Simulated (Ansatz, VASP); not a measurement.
# ReBi2 in VASP and in Ansatz

```
CELL_PARAMETERS angstrom
5.95653 0.00000 0.00000
0.00000 5.95653 0.00000
0.00000 0.00000 5.95653
ATOMIC_POSITIONS crystal
Re 0.00000 0.00000 0.00000
Re 0.50000 0.50000 0.50000
Bi 0.25000 0.25000 0.25000
Bi 0.25000 0.75000 0.75000
Bi 0.75000 0.75000 0.25000
Bi 0.75000 0.25000 0.75000
```

Alike in both runs: functional PBE; k mesh 4 × 4 × 4; occupations gaussian, width 0.1 eV; no spin polarisation.

Ansatz relaxed the structure, and its values are those at the end. VASP's run is a single point on that final structure, the one shown.

```csv
,VASP,Ansatz
version,VASP 6.6.1,Ansatz 0.2.0
potentials or method,"VASP PAW PBE potentials, release 64 (Re, Bi_d), cutoff 520 eV","scalar-relativistic, plane waves, PAW"
valence electrons in the cell,74,90
```

```tsv
	VASP	Ansatz	Ansatz less VASP
gap on the k mesh at the Fermi level (eV)	none	none	-
pressure (GPa)	0.2	0.2	+0.05
```

A gap of «none» marks a metal or a gap that the smearing closes. VASP's potentials hold 74 valence electrons a cell and Ansatz's 90, so a difference there can come from the potentials and not from the codes.

Neither program's run includes spin-orbit coupling.
